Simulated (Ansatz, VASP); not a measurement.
**PbS: VASP beside Ansatz**

File INCAR:

```
SYSTEM = PbS
PREC = Accurate
ENCUT = 520
EDIFF = 1E-7
ISMEAR = -1
SIGMA = 0.03
LREAL = .FALSE.
LASPH = .TRUE.
NELM = 80
ALGO = Normal
ISIF = 2
LWAVE = .FALSE.
LCHARG = .FALSE.
GGA = PE
NBANDS = 17
```

KPOINTS

```
Automatic mesh
0
G
  11 11 11
  0 0 0
```

File POSCAR:

```
PbS
1.0
    0.0000000000      3.3222416012      3.3222416012
    3.3222416012      0.0000000000      3.3222416012
    3.3222416012      3.3222416012      0.0000000000
Pb S
1 1
Direct
    0.0000000000      0.0000000000      0.0000000000
    0.2500000000      0.2500000000      0.2500000000
```

Input for Ansatz:

```yaml
crystal:
  lattice:
    - [0.0, 3.3222416012, 3.3222416012]
    - [3.3222416012, 0.0, 3.3222416012]
    - [3.3222416012, 3.3222416012, 0.0]
  atoms:
    - { symbol: Pb, position: [0.0, 0.0, 0.0] }
    - { symbol: S, position: [0.25, 0.25, 0.25] }
kpoints:
  mp_grid: { grid: [11, 11, 11] }
  band_path:
    path:
      - [0.0, 0.0, 0.0]
      - [-0.5, -0.5, 0.0]
      - [-0.375, -0.375, 0.25]
      - [-0.375, 0.0, 0.375]
      - [0.0, 0.0, 0.0]
      - [0.0, 0.0, 0.5]
      - [-0.5, -0.25, 0.25]
      - [-0.5, -0.5, 0.0]
    npoints: 8
scf:
  occupations: { method: fermi_dirac, width: 0.03 }
hamiltonian:
  xc: pbe
  pseudopotentials: { kind: all_electron, lapw: { basis_error: 0.001 } }
output:
  forces: true
  stress: true
  eigenvalues: true
  populations: true
  dos: { projected: true, de: 0.2, e_range: [-14, 8] }
```

Alike in both runs: task single point; functional PBE; k mesh 11 × 11 × 11; occupations fermi-dirac, width 0.03 eV; no spin polarisation.

|  | VASP | Ansatz |
| --- | --- | --- |
| version | VASP 6.6.1 | Ansatz 0.2.0 |
| potentials or method | VASP PAW PBE potentials, release 64 (Pb_d, S), cutoff 520 eV | all-electron LAPW, scalar-relativistic |

```tsv
	VASP	Ansatz	Ansatz less VASP
pressure (GPa)	0.0	0.1	+0.06
```

Ansatz ran all-electron here, and VASP with PAW potentials.

Neither program's run includes spin-orbit coupling.
